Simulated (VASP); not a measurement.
HfZrSe4:

```
Zr Hf Se
1.0
     3.65860    0.00000    0.00000
    -1.82930    3.16844    0.00000
     0.00000    0.00000   13.84980
Zr Hf Se
1 1 4
Cartesian
  0.0000 0.0000 0.0000
  0.0000 0.0000 6.9249
  0.0000 2.1123 12.1605
  0.0000 2.1123 5.1427
  1.8293 1.0561 8.7071
  1.8293 1.0561 1.6893
```

The cell was built from a structure type or drawn by symmetry, and may not be a known phase.

- Program: VASP 6.6.1
- Task: relaxation of cell and atoms
- Functional: PBE
- Potentials or basis: VASP PAW PBE potentials, release 64 (Zr_sv, Hf_pv, Se)
- Cutoff: 600 eV
- k mesh: 6 × 6 × 2
- Occupations: gaussian, width 0.1 eV
- Spin: no spin polarisation

At the start: pressure -1.7 GPa; volume 26.76 Å³/atom.

Where does the relaxation end?

Over 15 steps the energy falls by 72.3 meV/atom and the volume is 27.80 Å³/atom (+3.9 %); space group P-3m1 (No. 164, to 0.1 Å) before and after.

Step by step:
```csv
step,energy change (eV),largest force (eV/Å),pressure (GPa),volume (Å³)
1,0.0000,1.5755,-1.66,160.55
2,-0.2909,0.5729,3.87,154.00
3,-0.2933,0.4948,3.40,154.51
4,-0.4164,0.0409,-0.53,163.35
5,-0.4236,0.0608,0.17,161.62
6,-0.4252,0.0951,-0.02,162.07
7,-0.4254,0.1197,-0.15,162.38
8,-0.4264,0.0822,0.01,162.31
9,-0.4267,0.0770,0.14,162.27
10,-0.4278,0.0729,0.14,162.64
11,-0.4299,0.0599,0.06,163.77
12,-0.4295,0.1057,-0.04,166.03
13,-0.4305,0.0534,0.02,164.76
14,-0.4316,0.0424,-0.01,165.27
15,-0.4339,0.0234,-0.11,166.78
```

Final structure:
```
CELL_PARAMETERS angstrom
3.79788 0.00000 0.00000
-1.89894 3.28906 0.00000
0.00000 0.00000 13.35166
ATOMIC_POSITIONS crystal
Zr 0.00000 0.00000 0.00000
Hf 0.00000 0.00000 0.50000
Se 0.33333 0.66667 0.88129
Se 0.33333 0.66667 0.38326
Se 0.66667 0.33333 0.61674
Se 0.66667 0.33333 0.11871
```

Caveat: this functional lacks dispersion, which binds the layers, so the pressure and a relaxed spacing across them are unreliable.
